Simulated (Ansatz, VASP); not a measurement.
# Ga8Se5S3: VASP beside Ansatz

The input INCAR:

```
SYSTEM = Ga8Se5S3
ALGO = Normal
EDIFF = 1E-7
ENCUT = 520
GGA = PE
ISIF = 2
ISMEAR = 0
IVDW = 12
LASPH = .True.
LCHARG = .False.
LREAL = Auto
LWAVE = .False.
NBANDS = 90
NELM = 80
PREC = Accurate
SIGMA = 0.02
```

The input KPOINTS:

```
k-points
0
Gamma
  4 4 1
  0 0 0
```

The input POSCAR:

```
Ga8Se5S3
1.0
    7.4029639846     -0.0014355275      0.0155309844
   -1.8513626029      3.2066540855      0.0000000000
    0.0334914977      0.0193363252     15.8204002172
Ga Se S
8 5 3
Direct
    0.1643210027      0.6643210027      0.1720604839
    0.6764387899      0.6764387899      0.1718367897
    0.3333382618      0.3333382618      0.6746855526
    0.8293848023      0.3293848023      0.6749407002
    0.1624456303      0.6624456303      0.3264153669
    0.6743875999      0.6743875999      0.3267704461
    0.3351934997      0.3351934997      0.8289636551
    0.8243317295      0.3243317295      0.8295336484
    0.1647311387      0.6647311387      0.5993995561
    0.6666057023      0.6666057023      0.5974923911
    0.3385525716      0.3385525716      0.0970678231
    0.1620269170      0.6620269170      0.9045227500
    0.3343966317      0.3343966317      0.4016682145
    0.8374066679      0.3374066679      0.1049906713
    0.6622819505      0.6622819505      0.8960407401
    0.8341571039      0.3341571039      0.3936112111
```

Input for Ansatz:

```yaml
crystal:
  lattice:
    - [7.4029639846, -0.0014355275, 0.0155309844]
    - [-1.8513626029, 3.2066540855, 0.0]
    - [0.0334914977, 0.0193363252, 15.8204002172]
  atoms:
    - { symbol: Ga, position: [0.1643210027, 0.6643210027, 0.1720604839] }
    - { symbol: Ga, position: [0.6764387899, 0.6764387899, 0.1718367897] }
    - { symbol: Ga, position: [0.3333382618, 0.3333382618, 0.6746855526] }
    - { symbol: Ga, position: [0.8293848023, 0.3293848023, 0.6749407002] }
    - { symbol: Ga, position: [0.1624456303, 0.6624456303, 0.3264153669] }
    - { symbol: Ga, position: [0.6743875999, 0.6743875999, 0.3267704461] }
    - { symbol: Ga, position: [0.3351934997, 0.3351934997, 0.8289636551] }
    - { symbol: Ga, position: [0.8243317295, 0.3243317295, 0.8295336484] }
    - { symbol: Se, position: [0.1647311387, 0.6647311387, 0.5993995561] }
    - { symbol: Se, position: [0.6666057023, 0.6666057023, 0.5974923911] }
    - { symbol: Se, position: [0.3385525716, 0.3385525716, 0.0970678231] }
    - { symbol: S, position: [0.8374066679, 0.3374066679, 0.1049906713] }
    - { symbol: Se, position: [0.162026917, 0.662026917, 0.90452275] }
    - { symbol: S, position: [0.6622819505, 0.6622819505, 0.8960407401] }
    - { symbol: Se, position: [0.3343966317, 0.3343966317, 0.4016682145] }
    - { symbol: S, position: [0.8341571039, 0.3341571039, 0.3936112111] }
basis:
  ecutwfc: 420
kpoints:
  mp_grid: { grid: [4, 4, 1] }
  band_path: { path: [[0.0, 0.0, 0.0], [0.05, 0.0, 0.0]], npoints: 1 }
hamiltonian:
  xc: pbe
  dispersion: d3bj
scf:
  occupations: { method: gaussian, width: 0.02 }
  n_extra_bands: 11
output:
  forces: true
  stress: true
  eigenvalues: true
```

Alike in both runs: task single point; functional PBE; dispersion D3(BJ); k mesh 4 × 4 × 1; occupations gaussian, width 0.02 eV; no spin polarisation.

|  | VASP | Ansatz |
| --- | --- | --- |
| version | VASP 6.6.1 | Ansatz 0.2.0 |
| potentials or method | VASP PAW PBE potentials, release 64 (Ga_d, Se, S), cutoff 520 eV | scalar-relativistic, plane waves, PAW |
| valence electrons in the cell | 152 | 202 |

```csv
,VASP,Ansatz,Ansatz less VASP
gap on the k mesh at the Fermi level (eV),1.12,1.13,+0.004
least direct gap on the mesh (eV),1.12,1.13,+0.004
pressure (GPa),0.2,0.1,-0.10
rms of the force components (eV/Å),0.011,0.009,-0.0020
```

VASP's potentials hold 152 valence electrons a cell and Ansatz's 202, so a difference there can come from the potentials and not from the codes.

The k mesh is coarse, so the values compare programs but aren't converged.
